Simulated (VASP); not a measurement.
# SbS5 (P6/mmm) in VASP: notebook

SbS5 is run at these levels: PBE; tasks: relaxation of cell and atoms.

Everything below comes from runs of VASP 6.6.1. Logs are shortened: lines on timing, memory, paths and dates and some standing lists are left out, and cuts for length are marked.

## Step 1: The cell of the first run

It takes space group P6/mmm (No. 191, hexagonal). Conventional cell: a = 5.959 Å, b = 5.959 Å, c = 4.814 Å, α = 90.00°, β = 90.00°, γ = 120.00°. Within 4.5 Å of Sb (site symmetry 6/mmm) lie 18 S at 3.44 to 3.83 Å. Within 3.9 Å of S (site symmetry -6m2) lie 9 S at 2.96 to 3.44 Å and 3 Sb at 3.44 Å. Within 3.9 Å of S (site symmetry mmm) lie 8 S at 2.96 to 2.98 Å and 4 Sb at 3.83 Å.

The cell was built from a structure type or drawn by symmetry, and may not be a known phase.

## Step 2: Relaxation of cell and atoms, PBE

The input, INCAR:

```
SYSTEM = SbS5
PREC = Accurate
ENCUT = 600
EDIFF = 1E-7
ISMEAR = 0
SIGMA = 0.1
LREAL = .FALSE.
LASPH = .TRUE.
NELM = 60
ALGO = Normal
ISIF = 3
LWAVE = .FALSE.
LCHARG = .FALSE.
GGA = PE
IBRION = 2
NSW = 90
EDIFFG = -0.04
```

The input, KPOINTS:

```
Automatic mesh
0
G
  3 3 4
  0 0 0
```

The input, POSCAR:

```
SbS5
1.0
    5.9587039300      0.0000000000      0.0000000000
   -2.9793519700      5.1603889800      0.0000000000
    0.0000000000      0.0000000000      4.8137037600
Sb S
1 5
Direct
    0.0000000000      0.0000000000      0.0000000000
    0.3333333300      0.6666666700      0.0000000000
    0.6666666700      0.3333333300      0.0000000000
    0.5000000000      0.0000000000      0.5000000000
    0.5000000000      0.5000000000      0.5000000000
    0.0000000000      0.5000000000      0.5000000000
```

Potentials or basis: VASP PAW PBE potentials, release 64 (Sb, S).

The run is started by

```console
cat potpaw_PBE.64/Sb/POTCAR potpaw_PBE.64/S/POTCAR > POTCAR
mpirun -np 1 vasp_std > vasp.out
```

OUTCAR:

```text
SYSTEM = SbS5
   PREC = Accurate
   ENCUT = 600
   EDIFF = 1E-7
   ISMEAR = 0
   LREAL = .FALSE.
   LASPH = .TRUE.
   NELM = 60
   ISIF = 3
   GGA = PE
   IBRION = 2
   NSW = 90
   EDIFFG = -0.04

 ion  position               nearest neighbor table
   1  0.000  0.000  0.000-
   2  0.333  0.667  0.000-
   3  0.667  0.333  0.000-
   4  0.500  0.000  0.500-
   5  0.500  0.500  0.500-
   6  0.000  0.500  0.500-

  LATTYP: Found a hexagonal cell.
 ALAT       =     5.9587039300
 C/A-ratio  =     0.8078440910

  Lattice vectors:

 A1 = (   5.9587039300,   0.0000000000,   0.0000000000)
 A2 = (  -2.9793519700,   5.1603889800,   0.0000000000)
 A3 = (   0.0000000000,   0.0000000000,   4.8137037600)

Analysis of symmetry for initial positions (statically):
=====================================================================
 Subroutine PRICEL returns:
 Original cell was already a primitive cell.

 Routine SETGRP: Setting up the symmetry group for a
 hexagonal supercell.

 Subroutine GETGRP returns: Found 24 space group operations
 (whereof 24 operations were pure point group operations)
 out of a pool of 24 trial point group operations.

The static configuration has the point symmetry D_6h.

Analysis of symmetry for dynamics (positions and initial velocities):
=====================================================================
 Subroutine PRICEL returns:
 Original cell was already a primitive cell.

 Routine SETGRP: Setting up the symmetry group for a
 hexagonal supercell.

 Subroutine GETGRP returns: Found 24 space group operations
 (whereof 24 operations were pure point group operations)
 out of a pool of 24 trial point group operations.

The dynamic configuration has the point symmetry D_6h.

 Subroutine INISYM returns: Found 24 space group operations
 (whereof 24 operations are pure point group operations),
 and found     1 'primitive' translations

----------------------------------------------------------------------------------------

                                     Primitive cell

  volume of cell :     148.0177

  direct lattice vectors                    reciprocal lattice vectors
     5.958703930  0.000000000  0.000000000     0.167821730  0.096891921  0.000000000
    -2.979351970  5.160388980  0.000000000     0.000000000  0.193783841  0.000000000
     0.000000000  0.000000000  4.813703760     0.000000000  0.000000000  0.207740245

  length of vectors
     5.958703930  5.958703935  4.813703760     0.193783842  0.193783841  0.207740245

  position of ions in fractional coordinates (direct lattice)
     0.000000000  0.000000000  0.000000000
     0.333333330  0.666666670  0.000000000
     0.666666670  0.333333330  0.000000000
     0.500000000  0.000000000  0.500000000
     0.500000000  0.500000000  0.500000000
     0.000000000  0.500000000  0.500000000

  ion indices of the primitive-cell ions
   primitive index   ion index
                 1           1
                 2           2
                 3           3
                 4           4
                 5           5
                 6           6

----------------------------------------------------------------------------------------

 KPOINTS: Automatic mesh

Automatic generation of k-mesh.
 Grid dimensions read from file:
 generate k-points for:    3    3    4

 Generating k-lattice:

  Cartesian coordinates                     Fractional coordinates (reciprocal lattice)
     0.055940577  0.032297307  0.000000000     0.333333333  0.000000000  0.000000000
     0.000000000  0.064594614  0.000000000     0.000000000  0.333333333  0.000000000
     0.000000000  0.000000000  0.051935061     0.000000000  0.000000000  0.250000000

  Length of vectors
     0.064594614  0.064594614  0.051935061

  Shift w.r.t. Gamma in fractional coordinates (k-lattice)
     0.000000000  0.000000000  0.000000000

 Subroutine IBZKPT returns following result:
 ===========================================

 Found      9 irreducible k-points:

 Following reciprocal coordinates:
            Coordinates               Weight
  0.000000  0.000000  0.000000      1.000000
  0.333333  0.000000  0.000000      6.000000
  0.333333  0.333333  0.000000      2.000000
  0.000000  0.000000  0.250000      2.000000
  0.333333  0.000000  0.250000     12.000000
  0.333333  0.333333  0.250000      4.000000
  0.000000  0.000000  0.500000      1.000000
  0.333333  0.000000  0.500000      6.000000
  0.333333  0.333333  0.500000      2.000000
   k-points           NKPTS =      9   k-points in BZ     NKDIM =      9   number of bands    NBANDS=     21
   number of dos      NEDOS =    301   number of ions     NIONS =      6
   total plane-waves  NPLWV =  92160
   dimension x,y,z NGX =    48 NGY =   48 NGZ =   40
   dimension x,y,z NGXF=    96 NGYF=   96 NGZF=   80
   ions per type =               1   5
   NGX,Y,Z   is equivalent  to a cutoff of  13.39, 13.39, 13.81 a.u.
   NGXF,Y,Z  is equivalent  to a cutoff of  26.78, 26.78, 27.63 a.u.
 SYSTEM =  SbS5
   PREC   = accura    normal or accurate (medium, high low for compatibility)
   ISTART =      0    job   : 0-new  1-cont  2-samecut
   ICHARG =      2    charge: 1-file 2-atom 10-const
   ISPIN  =      1    spin polarized calculation?
   LNONCOLLINEAR =      F non collinear calculations
   LSORBIT =      F    spin-orbit coupling
   LASPH  =      T    aspherical Exc in radial PAW
   ENCUT  =  600.0 eV  44.10 Ry    6.64 a.u.  11.90 11.90  9.61*2*pi/ulx,y,z
   NELM   =     60;   NELMIN=  2; NELMDL= -5     # of ELM steps
   EDIFF  = 0.1E-06   stopping-criterion for ELM
   LREAL  =      F    real-space projection
   EDIFFG = -.4E-01   stopping-criterion for IOM
   NSW    =     90    number of steps for IOM
   IBRION =      2    ionic relax: 0-MD 1-quasi-New 2-CG
   NFREE  =      1    steps in history (QN), initial steepest desc. (CG)
   ISIF   =      3    stress and relaxation
   ISYM   =      2    0-nonsym 1-usesym 2-fastsym
   POTIM  = 0.5000    time-step for ionic-motion
   TEBEG  =    0.0;   TEEND  =   0.0 temperature during run
   PSTRESS=    0.0 pullay stress
   NELECT =      35.0000    total number of electrons
   NUPDOWN=      -1.0000    fix difference up-down
   EMIN   =  10.00;   EMAX   =-10.00  energy-range for DOS
   EFERMI =   0.00;   METHOD = LEGACY
   ISMEAR =     0;   SIGMA  =   0.10  broadening in eV -4-tet -1-fermi 0-gaus
   EFERMI_NEDOS =   21; number of points for ismear=-14 and -15
   IALGO  =     38    algorithm
   IMIX   =      4    mixing-type and parameters
     AMIX     =   0.40;   BMIX     =  1.00
     AMIX_MAG =   1.60;   BMIX_MAG =  1.00
  volume/ion in A,a.u.               =      24.67       166.48
  Fermi-wavevector in a.u.,A,eV,Ry     =   1.012340  1.913045 13.943684  1.024832
  Thomas-Fermi vector in A             =   2.145443
   LORBIT       =      0    0 simple, 1 ext, 2 COOP (PROOUT), +10 PAW based schemes
   GGA     = PE    functional components
   LHFCALC =     F    Hartree Fock is set to
   AEXX    =    0.0000 exact exchange contribution
   IVDW    =     0    specifies the selected vdW correction
   LEPSILON=     F    determine dielectric tensor
   LRPA    =     F    only Hartree local field effects (RPA)
 conjugate gradient relaxation of ions
 non-spin polarized calculation
 Gauss-broadening in eV      SIGMA  =   0.10
  energy-cutoff  :      600.00
  volume of cell :      148.02
 maximum number of plane-waves:      4969
 NGX is ok and might be reduce to    48
   NGX = 23   NGY = 23   NGZ = 19

--------------------------------------- Ionic step        1  -------------------------------------------

 number of electron      34.9999994 magnetization

 Free energy of the ion-electron system (eV)
  ---------------------------------------------------
  ext. energy  EPLUGINS =         0.00000000
  ---------------------------------------------------
  free energy    TOTEN  =       -17.17629784 eV

  energy without entropy =      -17.11424787  energy(sigma->0) =      -17.14527286

 E-fermi :   3.8690     XC(G=0):  -9.3376

 val. band max:        3.8529050601   @ k =   0.3333   0.0000   0.5000
 cond. band min:       3.8936892236   @ k =   0.0000   0.0000   0.2500
 fundamental gap:      0.0407841635
 Fermi energy:         3.8689895810

 k-point     1 :       0.0000    0.0000    0.0000
  band No.  band energies     occupation
      1     -10.3234      2.00000
      2      -7.9031      2.00000
      3      -7.5180      2.00000
      4      -7.5180      2.00000
      5      -7.2218      2.00000
      6      -4.7306      2.00000
[... 318 lines left out ...]
  FREE ENERGIE OF THE ION-ELECTRON SYSTEM (eV)
  ---------------------------------------------------
  free  energy   TOTEN  =       -18.8084660027 eV

  energy  without entropy=      -18.7604425848  energy(sigma->0) =      -18.78445429

[... ionic steps 4 to 16 ...]

--------------------------------------- Ionic step       17  -------------------------------------------

 number of electron      35.0000007 magnetization

------------------------ aborting loop because EDIFF is reached ----------------------------------------

  FORCE on cell =-STRESS in cart. coord.  units (eV):
  Direction    XX          YY          ZZ          XY          YZ          ZX
  --------------------------------------------------------------------------------------
  -------------------------------------------------------------------------------------
  Total        1.3803472      1.3803472      0.1149134     -0.0000000     -0.0000000      0.0000000
  in kB       18.8181636     18.8181637      1.5666053     -0.0000000     -0.0000000      0.0000000
  external PRESSURE =      13.0676442 kB  Pullay stress =       0.0000000 kB
[... 65 lines left out ...]
  energy  without entropy=      -19.8433732700  energy(sigma->0) =      -19.85027598

--------------------------------------- Ionic step       19  -------------------------------------------

 number of electron      35.0000005 magnetization

 Free energy of the ion-electron system (eV)
  ---------------------------------------------------
  ext. energy  EPLUGINS =         0.00000000
  ---------------------------------------------------
  free energy    TOTEN  =       -19.86874873 eV

  energy without entropy =      -19.85502384  energy(sigma->0) =      -19.86188628

 E-fermi :   6.4558     XC(G=0): -10.1695

 val. band max:        6.3790582705   @ k =   0.3333   0.0000   0.0000
 cond. band min:       6.5670440503   @ k =   0.3333   0.0000   0.5000
 fundamental gap:      0.1879857799
 Fermi energy:         6.4557633171

 k-point     1 :       0.0000    0.0000    0.0000
  band No.  band energies     occupation
      1     -10.5417      2.00000
      2      -8.2479      2.00000
      3      -6.9356      2.00000
      4      -6.9356      2.00000
      5      -3.2123      2.00000
      6      -2.1395      2.00000
[... 238 lines left out ...]
  FREE ENERGIE OF THE ION-ELECTRON SYSTEM (eV)
  ---------------------------------------------------
  free  energy   TOTEN  =       -19.8687487317 eV

  energy  without entropy=      -19.8550238372  energy(sigma->0) =      -19.86188628

 reached required accuracy - stopping structural energy minimisation
```

Wall time 5.5 min (1 thread of Intel Xeon 6975P-C (Granite Rapids), shared host); peak memory 0.32 GiB.

What came out:

```yaml
Free_energy: -19.8687 eV
Relaxed_volume: 20.03 Å³/atom
Relaxed_cell: a = 6.491 Å, b = 6.491 Å, c = 3.293 Å, α = 90.00°, β = 90.00°, γ = 120.00°
Space_group_after_relaxing_to_0.1_Å: P6/mmm (No. 191)
Energy_gained_by_relaxing: 448.7 meV/atom
Ionic_steps: 19
Pressure_after_relaxing: 0.1 GPa
Band_gap_on_the_k_mesh: zero (an odd number of electrons rules out a gap without spin polarisation)
```

The path:
| step | energy change (eV) | largest force (eV/Å) | pressure (GPa) | volume (Å³) |
| --- | --- | --- | --- | --- |
| 1 | 0.0000 | 0.0000 | -10.57 | 148.02 |
| 2 | -1.5778 | 0.0000 | -2.86 | 115.82 |
| 3 | -1.6322 | 0.0000 | -0.12 | 110.75 |
| 4 | -1.6326 | 0.0000 | 0.29 | 110.08 |
| 5 | -1.6789 | 0.0000 | 0.55 | 109.92 |
| 6 | -1.8599 | 0.0000 | 1.35 | 109.23 |
| 7 | -1.8610 | 0.0000 | 5.81 | 106.82 |
| 8 | -1.8761 | 0.0000 | 5.65 | 107.10 |
| 9 | -1.9426 | 0.0000 | 5.28 | 107.91 |
| 10 | -2.1105 | 0.0000 | 5.15 | 109.47 |
| 11 | -2.4551 | 0.0000 | 3.86 | 112.33 |
| 12 | -2.4929 | 0.0000 | 3.42 | 116.88 |
| 13 | -2.6296 | 0.0000 | 3.36 | 115.34 |
| 14 | -2.6358 | 0.0000 | 3.36 | 115.04 |
| 15 | -2.6632 | 0.0000 | 2.34 | 116.24 |
| 16 | -2.6727 | 0.0000 | 1.19 | 117.67 |
| 17 | -2.6728 | 0.0000 | 1.31 | 117.52 |
| 18 | -2.6809 | 0.0000 | 1.00 | 118.18 |
| 19 | -2.6925 | 0.0000 | 0.13 | 120.15 |

Final structure:
```
CELL_PARAMETERS angstrom
6.49131 0.00000 0.00000
-3.24566 5.62164 0.00000
0.00000 0.00000 3.29265
ATOMIC_POSITIONS crystal
Sb 0.00000 0.00000 0.00000
S 0.33333 0.66667 0.00000
S 0.66667 0.33333 0.00000
S 0.50000 0.00000 0.50000
S 0.50000 0.50000 0.50000
S 0.00000 0.50000 0.50000
```

Caveat: the k points lie up to 0.48 Å⁻¹ apart in the final cell, too coarse for converged energies and pressures of a metal; the volume moved by over 15 % at a fixed basis, so the end points are rough; spin-orbit coupling is left out, which moves the levels of the heavy elements.

## Step 3: Relaxation of cell and atoms, PBE

This run uses another cell than the first one, of 19.02 Å³/atom.

The input, INCAR:

```
SYSTEM = SbS5
  ALGO = Normal
  EDIFF = 1E-6
  EDIFFG = -0.01
  ENCUT = 600
  GGA = PE
  IBRION = 2
  ISIF = 3
  ISMEAR = 0
  LASPH = .TRUE.
  LCHARG = .FALSE.
  LREAL = .FALSE.
  LWAVE = .FALSE.
  NELM = 80
  NSW = 100
  PREC = Accurate
  SIGMA = 0.1
```

The input, KPOINTS:

```
k-points
0
G
  6 6 10
  0 0 0
```

The input, POSCAR:

```
SbS5
1.0
    5.8394116296      0.0000000000      0.0000000000
   -2.9197058148      5.0570788144      0.0000000000
    0.0000000000      0.0000000000      3.8640621338
Sb S
1 5
Direct
    0.0000000000      0.0000000000      0.0000000000
    0.3333333333      0.6666666667      0.0000000000
    0.6666666667      0.3333333333      0.0000000000
    0.5000000000      0.0000000000      0.5000000000
    0.5000000000      0.5000000000      0.5000000000
    0.0000000000      0.5000000000      0.5000000000
```

Potentials or basis: VASP PAW PBE potentials, release 64 (Sb, S).

The run is started by

```console
cat potpaw_PBE.64/Sb/POTCAR potpaw_PBE.64/S/POTCAR > POTCAR
mpirun -np 1 vasp_std > vasp.out
```

OUTCAR:

```text
SYSTEM = SbS5
   EDIFF = 1E-6
   EDIFFG = -0.01
   ENCUT = 600
   GGA = PE
   IBRION = 2
   ISIF = 3
   ISMEAR = 0
   LASPH = .TRUE.
   LREAL = .FALSE.
   NELM = 80
   NSW = 100
   PREC = Accurate

 ion  position               nearest neighbor table
   1  0.000  0.000  0.000-
   2  0.333  0.667  0.000-   6 2.56   6 2.56   4 2.56   4 2.56   5 2.56   5 2.56
   3  0.667  0.333  0.000-   6 2.56   6 2.56   4 2.56   4 2.56   5 2.56   5 2.56
   4  0.500  0.000  0.500-   2 2.56   3 2.56   2 2.56   3 2.56
   5  0.500  0.500  0.500-   2 2.56   3 2.56   2 2.56   3 2.56
   6  0.000  0.500  0.500-   2 2.56   3 2.56   2 2.56   3 2.56

  LATTYP: Found a hexagonal cell.
 ALAT       =     5.8394116296
 C/A-ratio  =     0.6617211423

  Lattice vectors:

 A1 = (   5.8394116296,   0.0000000000,   0.0000000000)
[... 395 lines left out ...]
  free energy    TOTEN  =       -20.19237738 eV

  energy without entropy =      -20.17952367  energy(sigma->0) =      -20.18595053

 E-fermi :   6.4982     XC(G=0): -10.1728

 val. band max:        6.4833149823   @ k =   0.0000   0.0000   0.1000
 cond. band min:       6.5128583676   @ k =   0.1667   0.1667   0.0000
 fundamental gap:      0.0295433854
 Fermi energy:         6.4982441636

 k-point     1 :       0.0000    0.0000    0.0000
  band No.  band energies     occupation
      1     -10.5215      2.00000
      2      -8.2297      2.00000
      3      -6.9832      2.00000
      4      -6.9832      2.00000
      5      -3.3239      2.00000
      6      -2.0355      2.00000
[... 565 lines left out ...]
     20       7.3170      0.00000
     21       7.6389      0.00000

 [... further k-points ...]

------------------------ aborting loop because EDIFF is reached ----------------------------------------

  FORCE on cell =-STRESS in cart. coord.  units (eV):
  Direction    XX          YY          ZZ          XY          YZ          ZX
  --------------------------------------------------------------------------------------
  -------------------------------------------------------------------------------------
  Total        0.0508097      0.0508097      0.0337182      0.0000000     -0.0000000      0.0000000
  in kB        0.6798453      0.6798453      0.4511563      0.0000000     -0.0000000      0.0000000
  external PRESSURE =       0.6036156 kB  Pullay stress =       0.0000000 kB
[... 21 lines left out ...]
  FREE ENERGIE OF THE ION-ELECTRON SYSTEM (eV)
  ---------------------------------------------------
  free  energy   TOTEN  =       -20.1923773821 eV

  energy  without entropy=      -20.1795236729  energy(sigma->0) =      -20.18595053

 reached required accuracy - stopping structural energy minimisation
```

OSZICAR:

```text
N       E                     dE             d eps       ncg     rms          rms(c)
DAV:   1     0.224899672759E+03    0.22490E+03   -0.15847E+04  1764   0.159E+03
DAV:   2    -0.134913606254E+00   -0.22503E+03   -0.22091E+03  2399   0.245E+02
DAV:   3    -0.186527042275E+02   -0.18518E+02   -0.18093E+02  2168   0.781E+01
DAV:   4    -0.195901819391E+02   -0.93748E+00   -0.90443E+00  2489   0.151E+01
[... 87 lines left out ...]
DAV:   1    -0.201925769050E+02   -0.29432E-03   -0.64481E-03  1784   0.426E-01    0.940E-02
DAV:   2    -0.201924294281E+02    0.14748E-03   -0.88139E-04  2162   0.126E-01    0.352E-02
DAV:   3    -0.201923922375E+02    0.37191E-04   -0.10933E-04  2044   0.424E-02    0.239E-02
DAV:   4    -0.201923782468E+02    0.13991E-04   -0.41609E-05  1814   0.311E-02    0.902E-03
DAV:   5    -0.201923773821E+02    0.86469E-06   -0.16315E-06  1357   0.714E-03
  10 F= -.20192377E+02 E0= -.20185951E+02  d E =-.950843E-04
```

Run time: 5.1 min. Hardware: 1 thread of Intel Xeon 6975P-C (Granite Rapids), shared host; peak memory 0.34 GiB.

What came out:

- Free energy: -20.1924 eV
- Relaxed volume: 19.96 Å³/atom
- Relaxed cell: a = 6.550 Å, b = 6.550 Å, c = 3.223 Å, α = 90.00°, β = 90.00°, γ = 120.00°
- Space group after relaxing (to 0.1 Å): P6/mmm (No. 191)
- Energy gained by relaxing: 203.1 meV/atom
- Ionic steps: 10
- Pressure after relaxing: 0.1 GPa
- Band gap on the k mesh: zero (an odd number of electrons rules out a gap without spin polarisation)

Step by step:
```
step  energy change (eV)  largest force (eV/Å)  pressure (GPa)  volume (Å³)
   1              0.0000                0.0000           -0.24       114.11
   2             -0.3021                0.0000            0.76       113.49
   3             -1.0390                0.0000            5.63       109.84
   4             -1.1867                0.0000            2.45       115.85
   5             -1.1951                0.0000            1.37       118.22
   6             -1.1956                0.0000            1.53       117.85
   7             -1.2168                0.0000            0.46       119.16
   8             -1.2184                0.0000            0.09       119.64
   9             -1.2184                0.0000            0.12       119.61
  10             -1.2185                0.0000            0.06       119.74
```

Final structure:
```
Sb S
1.0
     6.55027    0.00000    0.00000
    -3.27513    5.67270    0.00000
     0.00000    0.00000    3.22254
Sb S
1 5
Direct
  0.00000 0.00000 0.00000
  0.33333 0.66667 0.00000
  0.66667 0.33333 0.00000
  0.50000 0.00000 0.50000
  0.50000 0.50000 0.50000
  0.00000 0.50000 0.50000
```

Levels at points of the mesh, in eV from the Fermi level:
```tsv
k point	band 16	band 17	band 18	band 19	band 20	band 21
(0.00, 0.00, 0.00)	-1.12	-1.12	-0.94	1.13	1.13	3.25
(0.50, 0.00, 0.00)	-1.13	-0.60	0.64	0.79	1.35	1.79
(0.00, 0.00, 0.50)	-1.20	-1.08	-1.08	-0.50	0.39	0.39
(0.50, 0.00, 0.50)	-1.29	-0.79	-0.09	-0.04	0.97	1.33
```

Caveat: a cell axis changed by over 15 % at a fixed basis, so the end point is rough; spin-orbit coupling is left out, which moves the levels of the heavy elements.
